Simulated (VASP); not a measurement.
# Na11S5 (a cell with a defect) in VASP: single point with PBE

Aim: the single point of Na11S5 (a cell with a defect) with PBE.

All numbers are computed with VASP 6.6.1; they aren't measurements. Logs are shortened: lines on timing, memory, paths and dates and some standing lists are left out, and cuts for length are marked.

## 1. The cell of the first run

The cell holds a defect, 48 atoms: a = 11.375 Å, b = 11.375 Å, c = 11.375 Å, α = 109.47°, β = 109.47°, γ = 109.47°.

## 2. Single point, PBE

Input file INCAR:

```
PREC = Accurate ; ENCUT = 400
EDIFF = 1E-6 ; ISMEAR = 0
SIGMA = 0.01 ; LREAL = Auto
LASPH = T ; NELM = 120
ALGO = Normal ; ISIF = 2
LWAVE = F ; LCHARG = F
GGA = PE ; NBANDS = 190
NELECT = 322.0 ; GGA_COMPAT = F
```

Input file KPOINTS:

```
Automatic mesh
0
Gamma
  2 2 2
  0.5 0.5 0.5
```

Input file POSCAR:

```
Na11S5
1.0
   -6.5672503468     -6.5672503468      6.5672503468
    6.5672503468      6.5672503468      6.5672503468
   -6.5672503468      6.5672503468     -6.5672503468
Na S
33 15
Direct
    0.0000000000      0.2746596223      0.0000000000
    0.2530706447      0.2530706447      0.7529558305
    0.0000000000      0.4998851858      0.7469293553
    0.5001148142      0.2470441695      0.5001148142
    0.2470441695      0.5001148142      0.5001148142
    0.0000000000      0.7469293553      0.4998851858
    0.7529558305      0.2530706447      0.2530706447
    0.5001148142      0.5001148142      0.2470441695
    0.2530706447      0.7529558305      0.2530706447
    0.0000000000      0.0000000000      0.2746596223
    0.7469293553      0.4998851858      0.0000000000
    0.4998851858      0.7469293553      0.0000000000
    0.2746596223      0.0000000000      0.0000000000
    0.7253403777      0.7253403777      0.7253403777
    0.4998851858      0.0000000000      0.7469293553
    0.7469293553      0.0000000000      0.4998851858
    0.0000000000      0.7253403777      0.0000000000
    0.2470441695      0.7469293553      0.7469293553
    0.0000000000      0.0000000000      0.7253403777
    0.4998851858      0.7529558305      0.4998851858
    0.2530706447      0.0000000000      0.5001148142
    0.0000000000      0.2530706447      0.5001148142
    0.7469293553      0.7469293553      0.2470441695
    0.5001148142      0.0000000000      0.2530706447
    0.2746596223      0.2746596223      0.2746596223
    0.0000000000      0.5001148142      0.2530706447
    0.7253403777      0.0000000000      0.0000000000
    0.5001148142      0.2530706447      0.0000000000
    0.2530706447      0.5001148142      0.0000000000
    0.7469293553      0.2470441695      0.7469293553
    0.4998851858      0.4998851858      0.7529558305
    0.7529558305      0.4998851858      0.4998851858
    0.0000000000      0.0000000000      0.0000000000
    0.2532433947      0.0000000000      0.7467566053
    0.0000000000      0.2532433947      0.7467566053
    0.5000000000      0.0000000000      0.5000000000
    0.2532433947      0.2532433947      0.5064867893
    0.0000000000      0.5000000000      0.5000000000
    0.7467566053      0.0000000000      0.2532433947
    0.5064867893      0.2532433947      0.2532433947
    0.2532433947      0.5064867893      0.2532433947
    0.0000000000      0.7467566053      0.2532433947
    0.7467566053      0.2532433947      0.0000000000
    0.5000000000      0.5000000000      0.0000000000
    0.2532433947      0.7467566053      0.0000000000
    0.7467566053      0.4935132107      0.7467566053
    0.4935132107      0.7467566053      0.7467566053
    0.7467566053      0.7467566053      0.4935132107
```

Potentials or basis: VASP PAW PBE potentials, release 64 (Na_pv, S).

Command:

```bash
$ cat potpaw_PBE.64/Na_pv/POTCAR potpaw_PBE.64/S/POTCAR > POTCAR
$ mpirun -np 1 vasp_std > vasp.out
```

OUTCAR:

```text
PREC = Accurate
   ENCUT = 400
   EDIFF = 1E-6
   ISMEAR = 0
   LREAL = Auto
   LASPH = T
   NELM = 120
   ISIF = 2
   GGA = PE
   NELECT = 322.0

 ion  position               nearest neighbor table
   1  0.000  0.275  0.000-
   2  0.253  0.253  0.753-
   3  0.000  0.500  0.747-
   4  0.500  0.247  0.500-
   5  0.247  0.500  0.500-
   6  0.000  0.747  0.500-
[... 40 lines left out ...]
  47  0.494  0.747  0.747-
  48  0.747  0.747  0.494-

  LATTYP: Found a body centered cubic cell.
 ALAT       =    13.1345006936

  Lattice vectors:

 A1 = (  -6.5672503468,  -6.5672503468,   6.5672503468)
 A2 = (   6.5672503468,   6.5672503468,   6.5672503468)
 A3 = (  -6.5672503468,   6.5672503468,  -6.5672503468)

Analysis of symmetry for initial positions (statically):
=====================================================================
 Subroutine PRICEL returns:
 Original cell was already a primitive cell.

 Routine SETGRP: Setting up the symmetry group for a
 body centered cubic supercell.

 Subroutine GETGRP returns: Found 48 space group operations
 (whereof 48 operations were pure point group operations)
 out of a pool of 48 trial point group operations.

The static configuration has the point symmetry O_h .

Analysis of symmetry for dynamics (positions and initial velocities):
=====================================================================
 Subroutine PRICEL returns:
 Original cell was already a primitive cell.

 Routine SETGRP: Setting up the symmetry group for a
 body centered cubic supercell.

 Subroutine GETGRP returns: Found 48 space group operations
 (whereof 48 operations were pure point group operations)
 out of a pool of 48 trial point group operations.

The dynamic configuration has the point symmetry O_h .

 Subroutine INISYM returns: Found 48 space group operations
 (whereof 48 operations are pure point group operations),
 and found     1 'primitive' translations

----------------------------------------------------------------------------------------

                                     Primitive cell

  volume of cell :    1132.9499

[... 163 lines left out ...]
   ISIF   =      2    stress and relaxation
   ISYM   =      2    0-nonsym 1-usesym 2-fastsym
   POTIM  = 0.5000    time-step for ionic-motion
   TEBEG  =    0.0;   TEEND  =   0.0 temperature during run
   PSTRESS=    0.0 pullay stress
   NELECT =     322.0000    total number of electrons
   NUPDOWN=      -1.0000    fix difference up-down
   EMIN   =  10.00;   EMAX   =-10.00  energy-range for DOS
   EFERMI =   0.00;   METHOD = LEGACY
   ISMEAR =     0;   SIGMA  =   0.01  broadening in eV -4-tet -1-fermi 0-gaus
   EFERMI_NEDOS =   21; number of points for ismear=-14 and -15
   IALGO  =     38    algorithm
   IMIX   =      4    mixing-type and parameters
     AMIX     =   0.40;   BMIX     =  1.00
     AMIX_MAG =   1.60;   BMIX_MAG =  1.00
  volume/ion in A,a.u.               =      23.60       159.28
  Fermi-wavevector in a.u.,A,eV,Ry     =   1.076358  2.034021 15.762969  1.158546
  Thomas-Fermi vector in A             =   2.212240
   LORBIT       =      0    0 simple, 1 ext, 2 COOP (PROOUT), +10 PAW based schemes
   GGA     = PE    functional components
   LHFCALC =     F    Hartree Fock is set to
   AEXX    =    0.0000 exact exchange contribution
   IVDW    =     0    specifies the selected vdW correction
   LEPSILON=     F    determine dielectric tensor
   LRPA    =     F    only Hartree local field effects (RPA)
 non-spin polarized calculation
 Gauss-broadening in eV      SIGMA  =   0.01
  energy-cutoff  :      400.00
  volume of cell :     1132.95
 maximum number of plane-waves:     20664
 NGX is ok and might be reduce to    80
   NGX = 37   NGY = 37   NGZ = 37

 number of electron     321.9999919 magnetization

 Free energy of the ion-electron system (eV)
  ---------------------------------------------------
  ext. energy  EPLUGINS =         0.00000000
  ---------------------------------------------------
  free energy    TOTEN  =      -148.03848709 eV

  energy without entropy =     -148.03463054  energy(sigma->0) =     -148.03655881

 E-fermi :   3.2363     XC(G=0):  -7.8589

 val. band max:        3.0004658550   @ k =  -0.2500   0.2500   0.2500
 cond. band min:       3.2393808154   @ k =   0.2500   0.2500   0.2500
 fundamental gap:      0.2389149604
 Fermi energy:         3.2363351634

 k-point     1 :       0.2500    0.2500    0.2500
  band No.  band energies     occupation
      1     -22.3646      2.00000
      2     -22.3646      2.00000
      3     -22.3646      2.00000
      4     -22.2864      2.00000
      5     -22.2758      2.00000
      6     -22.2758      2.00000
[... 165 lines left out ...]
    172       4.6330      0.00000
    173       4.7690      0.00000

 k-point     2 :      -0.2500    0.2500    0.2500
  band No.  band energies     occupation
      1     -22.3646      2.00000
      2     -22.3646      2.00000
      3     -22.3646      2.00000
      4     -22.2872      2.00000
      5     -22.2759      2.00000
      6     -22.2758      2.00000
[... 165 lines left out ...]
    172       4.9034      0.00000
    173       4.9830      0.00000
 [bands above 173 left out]

------------------------ aborting loop because EDIFF is reached ----------------------------------------

  FORCE on cell =-STRESS in cart. coord.  units (eV):
  Direction    XX          YY          ZZ          XY          YZ          ZX
  --------------------------------------------------------------------------------------
  -------------------------------------------------------------------------------------
  Total       13.4362895     13.4362895     13.4362895     -0.0000000     -0.0000000      0.0000000
  in kB       19.0011212     19.0011212     19.0011212     -0.0000000     -0.0000000      0.0000000
  external PRESSURE =      19.0011212 kB  Pullay stress =       0.0000000 kB

 VOLUME and BASIS-vectors are now :
 -----------------------------------------------------------------------------
  energy-cutoff  :      400.00
  volume of cell :     1132.95
      direct lattice vectors                 reciprocal lattice vectors
    -6.567250347 -6.567250347  6.567250347    -0.076135365  0.000000000  0.076135365
     6.567250347  6.567250347  6.567250347     0.000000000  0.076135365  0.076135365
    -6.567250347  6.567250347 -6.567250347    -0.076135365  0.076135365  0.000000000

 POSITION                                       TOTAL-FORCE (eV/Angst)
 -----------------------------------------------------------------------------------
      1.80376      1.80376      1.80376        -0.013057     -0.013057     -0.013057
     -4.94485      4.94485     -1.62089         0.004940     -0.004940      0.001020
     -1.62240      8.18814     -1.62240        -0.004940     -0.001020     -0.004940
     -4.94636      1.62240      1.62240        -0.001020      0.004940      0.004940
     -1.62240      4.94636      1.62240        -0.004940      0.001020      0.004940
      1.62240      8.18814      1.62240         0.004940     -0.001020      0.004940
[... 40 lines left out ...]
     -3.24102      6.56725      3.24102         0.010297      0.000000     -0.010297
     -3.24102      3.24102      6.56725         0.010297     -0.010297     -0.000000
 -----------------------------------------------------------------------------------
    total drift:                               -0.000000      0.000000     -0.000000

  FREE ENERGIE OF THE ION-ELECTRON SYSTEM (eV)
  ---------------------------------------------------
  free  energy   TOTEN  =      -148.0384870940 eV

  energy  without entropy=     -148.0346305360  energy(sigma->0) =     -148.03655881
```

OSZICAR:

```text
N       E                     dE             d eps       ncg     rms          rms(c)
DAV:   1     0.336553144135E+04    0.33655E+04   -0.13975E+05   824   0.155E+03
DAV:   2     0.352441637847E+03   -0.30131E+04   -0.29251E+04   768   0.457E+02
DAV:   3    -0.119880261643E+03   -0.47232E+03   -0.45902E+03   892   0.184E+02
DAV:   4    -0.160289846300E+03   -0.40410E+02   -0.40062E+02   856   0.426E+01
DAV:   5    -0.161882170508E+03   -0.15923E+01   -0.15879E+01   840   0.930E+00    0.172E+01
DAV:   6    -0.148859755950E+03    0.13022E+02   -0.26519E+01   832   0.761E+00    0.126E+01
DAV:   7    -0.147981860529E+03    0.87790E+00   -0.55128E+00   912   0.347E+00    0.715E+00
DAV:   8    -0.148027259944E+03   -0.45399E-01   -0.39936E-01   832   0.153E+00    0.920E-01
DAV:   9    -0.148019924458E+03    0.73355E-02   -0.10758E-01   856   0.648E-01    0.760E-01
DAV:  10    -0.148035685991E+03   -0.15762E-01   -0.19773E-02   944   0.341E-01    0.441E-01
DAV:  11    -0.148038234114E+03   -0.25481E-02   -0.56263E-03   824   0.193E-01    0.156E-01
DAV:  12    -0.148038341453E+03   -0.10734E-03   -0.42944E-04   920   0.489E-02    0.129E-01
DAV:  13    -0.148038445933E+03   -0.10448E-03   -0.22234E-04   848   0.513E-02    0.532E-02
DAV:  14    -0.148038480696E+03   -0.34764E-04   -0.15724E-04   856   0.276E-02    0.446E-02
DAV:  15    -0.148038496026E+03   -0.15330E-04   -0.48362E-05   760   0.287E-02    0.368E-02
DAV:  16    -0.148038490978E+03    0.50480E-05   -0.56857E-05   800   0.204E-02    0.281E-02
DAV:  17    -0.148038487151E+03    0.38275E-05   -0.17700E-05   688   0.136E-02    0.217E-02
DAV:  18    -0.148038487094E+03    0.56625E-07   -0.22484E-06   584   0.379E-03
   1 F= -.14803849E+03 E0= -.14803656E+03  d E =-.385656E-02
```

stdout:

```text
POSCAR found type information on POSCAR NaS
 POSCAR found :  2 types and      48 ions
 scaLAPACK will be used
 LDA part: xc-table for (Slater+PW92), standard interpolation
 POSCAR, INCAR and KPOINTS ok, starting setup
 FFT: planning ... GRIDC
 FFT: planning ... GRID_SOFT
 FFT: planning ... GRID
 WAVECAR not read
 entering main loop
 the old and the new charge density differ
 old charge density:   321.00000 new  321.99999
    0.172E+01
```

Wall time 19 min (1 thread of Oxide Virtual Turin-like, shared host); peak memory 0.97 GiB.

Results:

- Free energy: -148.0385 eV
- Largest force: 0.023 eV/Å

Forces on the atoms (eV/Å):
```
Na  -0.013 -0.013 -0.013
Na   0.005 -0.005  0.001
Na  -0.005 -0.001 -0.005
Na  -0.001  0.005  0.005
Na  -0.005  0.001  0.005
Na   0.005 -0.001  0.005
Na   0.005  0.001 -0.005
Na  -0.005  0.005  0.001
Na  -0.001 -0.005 -0.005
Na   0.013 -0.013  0.013
Na  -0.005 -0.005 -0.001
Na   0.005  0.005 -0.001
Na   0.013  0.013 -0.013
Na  -0.013  0.013  0.013
Na   0.001  0.005 -0.005
Na   0.001 -0.005  0.005
Na   0.013  0.013  0.013
Na  -0.005 -0.001  0.005
Na  -0.013  0.013 -0.013
Na   0.001 -0.005 -0.005
Na  -0.001  0.005 -0.005
Na  -0.005  0.001 -0.005
Na  -0.005  0.005 -0.001
Na  -0.001 -0.005  0.005
Na   0.013 -0.013 -0.013
Na   0.005  0.001  0.005
Na  -0.013 -0.013  0.013
Na  -0.005 -0.005  0.001
Na   0.005  0.005  0.001
Na   0.001  0.005  0.005
Na   0.005 -0.005 -0.001
Na   0.005 -0.001 -0.005
Na   0.000  0.000  0.000
S    0.000 -0.010  0.010
S    0.010  0.000  0.010
S    0.000  0.000  0.000
S   -0.010  0.010  0.000
S    0.000  0.000  0.000
S    0.000  0.010 -0.010
S   -0.010  0.000  0.010
S    0.000  0.010  0.010
S   -0.010  0.000 -0.010
S    0.010  0.010  0.000
S    0.000  0.000  0.000
S   -0.010 -0.010  0.000
S    0.000 -0.010 -0.010
S    0.010  0.000 -0.010
S    0.010 -0.010  0.000
```

Caveat: the cell carries a net charge on a neutralising background, which shifts energy and pressure; the cell is charged against a uniform background, so pressure and absolute levels hang on convention.
